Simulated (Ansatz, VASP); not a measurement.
## MoS2: VASP beside Ansatz

```xyz
6
Lattice="3.1494 0.0000 0.0000 -1.5747 2.7274 0.0000 0.0000 0.0000 12.0908" Properties=species:S:1:pos:R:3 pbc="T T T"
Mo    0.0000    1.8183    2.9903
Mo    1.5747    0.9091    9.1005
S     0.0000    1.8183    7.4522
S     1.5747    0.9091    1.5068
S     0.0000    1.8183   10.5839
S     1.5747    0.9091    4.6386
```

Change from the starting cell: mode 18 (469.1 1/cm) frozen in, largest displacement +0.050 Å.

Alike in both runs: task single point; functional PBE; dispersion D3(BJ); k mesh 12 × 12 × 4; occupations gaussian, width 0.05 eV; no spin polarisation.

|  | VASP | Ansatz |
| --- | --- | --- |
| version | VASP 6.6.1 | Ansatz 0.2.0 |
| potentials or method | VASP PAW PBE potentials, release 64 (Mo_sv, S), cutoff 520 eV | scalar-relativistic, plane waves, PAW |
| valence electrons in the cell | 52 | 52 |

VASP gave:

- gap on the k mesh at the Fermi level (eV): 0.60
- least direct gap on the mesh (eV): 1.70
- pressure (GPa): 0.5
- traceless stress, the component that is largest in VASP (GPa): -0.13
- rms of the force components (eV/Å): 1.033

Q: Which values does Ansatz return?

A: gap on the k mesh at the Fermi level (eV): 0.58; least direct gap on the mesh (eV): 1.69; pressure (GPa): 0.7; traceless stress, the component that is largest in VASP (GPa): -0.10; rms of the force components (eV/Å): 1.035.

Atom by atom the forces differ by 0.007 eV/Å (rms over components).
